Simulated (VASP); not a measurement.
# AlIr (Pm-3m) in VASP: single point with LDA

Aim: the single point of AlIr with LDA.

All numbers are computed with VASP 6.6.1; they aren't measurements. Logs are shortened: lines on timing, memory, paths and dates and some standing lists are left out, and cuts for length are marked.

**1. The cell of the first run**

Symmetry: Pm-3m, No. 221, cubic system. The conventional cell has a = 2.995 Å, b = 2.995 Å, c = 2.995 Å, α = 90.00°, β = 90.00°, γ = 90.00°. Al (site symmetry m-3m) has 8 Ir at 2.59 Å and 6 Al at 2.99 Å within 3.4 Å. Within 3.4 Å of Ir (site symmetry m-3m) lie 8 Al at 2.59 Å and 6 Ir at 2.99 Å.

**2. Single point, LDA**

INCAR

```
  PREC = Accurate
  ENCUT = 500
  EDIFF = 1E-6
  ISMEAR = -1
  SIGMA = 0.0816
  LREAL = False
  LASPH = True
  NELM = 120
  ALGO = Normal
  ISIF = 2
  LWAVE = False
  LCHARG = False
  NBANDS = 20
  GGA_COMPAT = False
```

KPOINTS

```
Automatic mesh
0
Gamma
  7 7 7
```

POSCAR

```
AlIr
1.0
    0.0000000000      2.9945548500      2.9945548500
    2.9945548500      0.0000000000      2.9945548500
    2.9945548500      2.9945548500      0.0000000000
Al Ir
2 2
Direct
    0.0000000000      0.0000000000      0.0000000000
    0.5000000000      0.5000000000      0.5000000000
    0.2500000000      0.2500000000      0.2500000000
    0.7500000000      0.7500000000      0.7500000000
```

Potentials or basis: VASP PAW LDA potentials, release 64 (Al, Ir).

Launch:

```
$ cat potpaw_LDA.64/Al/POTCAR potpaw_LDA.64/Ir/POTCAR > POTCAR
$ mpirun -np 1 vasp_std > vasp.out
```

OUTCAR:

```text
PREC = Accurate
   ENCUT = 500
   EDIFF = 1E-6
   ISMEAR = -1
   LREAL = False
   LASPH = True
   NELM = 120
   ISIF = 2

 ion  position               nearest neighbor table
   1  0.000  0.000  0.000-   4 2.59   4 2.59   4 2.59   3 2.59   4 2.59   3 2.59   3 2.59   3 2.59
                             2 2.99   2 2.99   2 2.99   2 2.99   2 2.99   2 2.99
   2  0.500  0.500  0.500-   3 2.59   3 2.59   3 2.59   3 2.59   4 2.59   4 2.59   4 2.59   4 2.59
                             1 2.99   1 2.99   1 2.99   1 2.99   1 2.99   1 2.99
   3  0.250  0.250  0.250-   1 2.59   1 2.59   1 2.59   1 2.59   2 2.59   2 2.59   2 2.59   2 2.59
                             4 2.99   4 2.99   4 2.99   4 2.99   4 2.99   4 2.99
   4  0.750  0.750  0.750-   2 2.59   2 2.59   2 2.59   1 2.59   2 2.59   1 2.59   1 2.59   1 2.59
                             3 2.99   3 2.99   3 2.99   3 2.99   3 2.99   3 2.99

  LATTYP: Found a face centered cubic cell.
 ALAT       =     5.9891097000

  Lattice vectors:

 A1 = (   0.0000000000,   2.9945548500,   2.9945548500)
 A2 = (   2.9945548500,   0.0000000000,   2.9945548500)
 A3 = (   2.9945548500,   2.9945548500,   0.0000000000)

Analysis of symmetry for initial positions (statically):
=====================================================================
 Subroutine PRICEL returns following result:

  LATTYP: Found a simple cubic cell.
 ALAT       =     2.9945548500

  Lattice vectors:

 A1 = (  -2.9945548500,   0.0000000000,   0.0000000000)
 A2 = (   0.0000000000,   0.0000000000,   2.9945548500)
 A3 = (   0.0000000000,   2.9945548500,   0.0000000000)

   2 primitive cells build up your supercell.

 Routine SETGRP: Setting up the symmetry group for a
 face centered cubic supercell.

 Subroutine GETGRP returns: Found 48 space group operations
 (whereof 48 operations were pure point group operations)
 out of a pool of 48 trial point group operations.

The static configuration has the point symmetry O_h .

Analysis of symmetry for dynamics (positions and initial velocities):
=====================================================================
 Subroutine PRICEL returns following result:

  LATTYP: Found a simple cubic cell.
 ALAT       =     2.9945548500

  Lattice vectors:

 A1 = (  -2.9945548500,   0.0000000000,   0.0000000000)
 A2 = (   0.0000000000,   0.0000000000,   2.9945548500)
 A3 = (   0.0000000000,   2.9945548500,   0.0000000000)

   2 primitive cells build up your supercell.

 Routine SETGRP: Setting up the symmetry group for a
 face centered cubic supercell.

 Subroutine GETGRP returns: Found 48 space group operations
 (whereof 48 operations were pure point group operations)
 out of a pool of 48 trial point group operations.

The dynamic configuration has the point symmetry O_h .

 Subroutine INISYM returns: Found 48 space group operations
 (whereof 48 operations are pure point group operations),
 and found     2 'primitive' translations

----------------------------------------------------------------------------------------

                                     Primitive cell

  volume of cell :      26.8532

  direct lattice vectors                    reciprocal lattice vectors
    -2.994554850  0.000000000  0.000000000    -0.333939450  0.000000000  0.000000000
     0.000000000  0.000000000  2.994554850     0.000000000  0.000000000  0.333939450
     0.000000000  2.994554850  0.000000000     0.000000000  0.333939450  0.000000000

  length of vectors
     2.994554850  2.994554850  2.994554850     0.333939450  0.333939450  0.333939450

  position of ions in fractional coordinates (direct lattice)
     0.000000000  0.000000000  0.000000000
     0.500000000  0.500000000  0.500000000

  ion indices of the primitive-cell ions
   primitive index   ion index
                 1           1
                 2           3

----------------------------------------------------------------------------------------

 KPOINTS: Automatic mesh

Automatic generation of k-mesh.
 Grid dimensions read from file:
 generate k-points for:    7    7    7

 Generating k-lattice:

  Cartesian coordinates                     Fractional coordinates (reciprocal lattice)
    -0.023852818  0.023852818  0.023852818     0.142857143  0.000000000  0.000000000
     0.023852818 -0.023852818  0.023852818     0.000000000  0.142857143  0.000000000
     0.023852818  0.023852818 -0.023852818     0.000000000  0.000000000  0.142857143

  Length of vectors
     0.041314292  0.041314292  0.041314292

  Shift w.r.t. Gamma in fractional coordinates (k-lattice)
     0.000000000  0.000000000  0.000000000

 Subroutine IBZKPT returns following result:
 ===========================================

 Found     20 irreducible k-points:

 Following reciprocal coordinates:
            Coordinates               Weight
  0.000000  0.000000  0.000000      1.000000
  0.142857  0.000000  0.000000      8.000000
  0.285714  0.000000  0.000000      8.000000
  0.428571  0.000000  0.000000      8.000000
  0.142857  0.142857  0.000000      6.000000
  0.285714  0.142857  0.000000     24.000000
[... 12 lines left out ...]
 -0.428571  0.428571  0.142857     24.000000
 -0.285714  0.428571  0.142857     24.000000
   k-points           NKPTS =     20   k-points in BZ     NKDIM =     20   number of bands    NBANDS=     20
   number of dos      NEDOS =    301   number of ions     NIONS =      4
   total plane-waves  NPLWV =  32768
   dimension x,y,z NGX =    32 NGY =   32 NGZ =   32
   dimension x,y,z NGXF=    64 NGYF=   64 NGZF=   64
   ions per type =               2   2
   NGX,Y,Z   is equivalent  to a cutoff of  12.56, 12.56, 12.56 a.u.
   NGXF,Y,Z  is equivalent  to a cutoff of  25.12, 25.12, 25.12 a.u.
 SYSTEM =  unknown system
   PREC   = accura    normal or accurate (medium, high low for compatibility)
   ISTART =      0    job   : 0-new  1-cont  2-samecut
   ICHARG =      2    charge: 1-file 2-atom 10-const
   ISPIN  =      1    spin polarized calculation?
   LNONCOLLINEAR =      F non collinear calculations
   LSORBIT =      F    spin-orbit coupling
   LASPH  =      T    aspherical Exc in radial PAW
   ENCUT  =  500.0 eV  36.75 Ry    6.06 a.u.   7.72  7.72  7.72*2*pi/ulx,y,z
   NELM   =    120;   NELMIN=  2; NELMDL= -5     # of ELM steps
   EDIFF  = 0.1E-05   stopping-criterion for ELM
   LREAL  =      F    real-space projection
   EDIFFG = 0.1E-04   stopping-criterion for IOM
   NSW    =      0    number of steps for IOM
   IBRION =     -1    ionic relax: 0-MD 1-quasi-New 2-CG
   NFREE  =      0    steps in history (QN), initial steepest desc. (CG)
   ISIF   =      2    stress and relaxation
   ISYM   =      2    0-nonsym 1-usesym 2-fastsym
   POTIM  = 0.5000    time-step for ionic-motion
   TEBEG  =    0.0;   TEEND  =   0.0 temperature during run
   PSTRESS=    0.0 pullay stress
   NELECT =      24.0000    total number of electrons
   NUPDOWN=      -1.0000    fix difference up-down
   EMIN   =  10.00;   EMAX   =-10.00  energy-range for DOS
   EFERMI =   0.00;   METHOD = LEGACY
   ISMEAR =    -1;   SIGMA  =   0.08  broadening in eV -4-tet -1-fermi 0-gaus
   EFERMI_NEDOS =   21; number of points for ismear=-14 and -15
   IALGO  =     38    algorithm
   IMIX   =      4    mixing-type and parameters
     AMIX     =   0.40;   BMIX     =  1.00
     AMIX_MAG =   1.60;   BMIX_MAG =  1.00
  volume/ion in A,a.u.               =      13.43        90.61
  Fermi-wavevector in a.u.,A,eV,Ry     =   1.251612  2.365203 21.313962  1.566532
  Thomas-Fermi vector in A             =   2.385551
   LORBIT       =      0    0 simple, 1 ext, 2 COOP (PROOUT), +10 PAW based schemes
   GGA     = CA    functional components
   LHFCALC =     F    Hartree Fock is set to
   AEXX    =    0.0000 exact exchange contribution
   IVDW    =     0    specifies the selected vdW correction
   LEPSILON=     F    determine dielectric tensor
   LRPA    =     F    only Hartree local field effects (RPA)
 non-spin polarized calculation
  energy-cutoff  :      500.00
  volume of cell :       53.71
 maximum number of plane-waves:      1374
   NGX = 15   NGY = 15   NGZ = 15

 number of electron      23.9999998 magnetization

 Free energy of the ion-electron system (eV)
  ---------------------------------------------------
  ext. energy  EPLUGINS =         0.00000000
  ---------------------------------------------------
  free energy    TOTEN  =       -32.91174129 eV

  energy without entropy =      -32.88932057  energy(sigma->0) =      -32.90053093

 E-fermi :  10.6970     XC(G=0): -12.8018

 val. band max:       10.6887783789   @ k =  -0.4286   0.4286   0.0000
 cond. band min:      10.7973354726   @ k =  -0.4286   0.4286   0.1429
 fundamental gap:      0.1085570937
 Fermi energy:        10.6969957975

 k-point     1 :       0.0000    0.0000    0.0000
  band No.  band energies     occupation
      1      -1.5459      2.00000
      2       3.9484      2.00000
      3       3.9484      2.00000
      4       3.9484      2.00000
      5       4.8481      2.00000
      6       4.8481      2.00000
[... 12 lines left out ...]
     19      17.2118      0.00000
     20      18.3447      0.00000

 k-point     2 :       0.1429    0.0000    0.0000
  band No.  band energies     occupation
      1      -1.2381      2.00000
      2       3.7916      2.00000
      3       4.1374      2.00000
      4       4.1374      2.00000
      5       4.9656      2.00000
      6       4.9656      2.00000
[... 12 lines left out ...]
     19      17.7172      0.00000
     20      18.5959      0.00000

 k-point     3 :       0.2857    0.0000    0.0000
  band No.  band energies     occupation
      1      -0.3490      2.00000
      2       3.3489      2.00000
      3       4.6703      2.00000
      4       4.6703      2.00000
      5       5.2969      2.00000
      6       5.2969      2.00000
[... 12 lines left out ...]
     19      17.7804      0.00000
     20      19.4917      0.00000

 k-point     4 :       0.4286    0.0000    0.0000
  band No.  band energies     occupation
      1       0.9894      2.00000
      2       2.4158      2.00000
      3       5.3878      2.00000
      4       5.3878      2.00000
      5       5.6708      2.00000
      6       5.6708      2.00000
[... 337 lines left out ...]
 k-point    19 :      -0.4286    0.4286    0.1429
  band No.  band energies     occupation
      1       1.9428      2.00000
      2       2.8108      2.00000
      3       3.8389      2.00000
      4       4.4251      2.00000
      5       5.8061      2.00000
      6       6.5378      2.00000
[... 12 lines left out ...]
     19      19.4261      0.00000
     20      20.1564      0.00000

 k-point    20 :      -0.2857    0.4286    0.1429
  band No.  band energies     occupation
      1       2.5767      2.00000
      2       3.1348      2.00000
      3       3.1654      2.00000
      4       3.9695      2.00000
      5       6.2011      2.00000
      6       6.4636      2.00000
[... 12 lines left out ...]
     19      19.3270      0.00000
     20      20.4757      0.00000

------------------------ aborting loop because EDIFF is reached ----------------------------------------

  FORCE on cell =-STRESS in cart. coord.  units (eV):
  Direction    XX          YY          ZZ          XY          YZ          ZX
  --------------------------------------------------------------------------------------
  -------------------------------------------------------------------------------------
  Total       -1.6896235     -1.6896235     -1.6896235     -0.0000000     -0.0000000      0.0000000
  in kB      -50.4050102    -50.4050102    -50.4050102     -0.0000000     -0.0000000      0.0000000
  external PRESSURE =     -50.4050102 kB  Pullay stress =       0.0000000 kB

 VOLUME and BASIS-vectors are now :
 -----------------------------------------------------------------------------
  energy-cutoff  :      500.00
  volume of cell :       53.71
      direct lattice vectors                 reciprocal lattice vectors
     0.000000000  2.994554850  2.994554850    -0.166969725  0.166969725  0.166969725
     2.994554850  0.000000000  2.994554850     0.166969725 -0.166969725  0.166969725
     2.994554850  2.994554850  0.000000000     0.166969725  0.166969725 -0.166969725

 POSITION                                       TOTAL-FORCE (eV/Angst)
 -----------------------------------------------------------------------------------
      0.00000      0.00000      0.00000        -0.000000     -0.000000     -0.000000
      2.99455      2.99455      2.99455         0.000000      0.000000      0.000000
      1.49728      1.49728      1.49728        -0.000000      0.000000     -0.000000
      4.49183      4.49183      4.49183         0.000000      0.000000     -0.000000
 -----------------------------------------------------------------------------------
    total drift:                               -0.000000      0.000000      0.000000

  FREE ENERGIE OF THE ION-ELECTRON SYSTEM (eV)
  ---------------------------------------------------
  free  energy   TOTEN  =       -32.9117412887 eV

  energy  without entropy=      -32.8893205673  energy(sigma->0) =      -32.90053093
```

Run time: 7 s. Hardware: 1 thread of Intel Xeon 6975P-C (Granite Rapids), shared host; peak memory 0.16 GiB.

What came out:

```
Free energy            : -32.9117 eV
Pressure               : -5.0 GPa
Band gap on the k mesh : zero (band 12 reaches 11.92 eV, above the bottom of band 13 at 10.43 eV)
```

Levels at points of the mesh, in eV from the Fermi level:
```
           k point  band 9  band 10  band 11  band 12  band 13  band 14  band 15  band 16
(0.00, 0.00, 0.00)   -1.79    -0.16    -0.16     0.95     2.05     2.05     2.05     4.24
```

Caveat: spin-orbit coupling is left out, which moves the levels of the heavy elements.
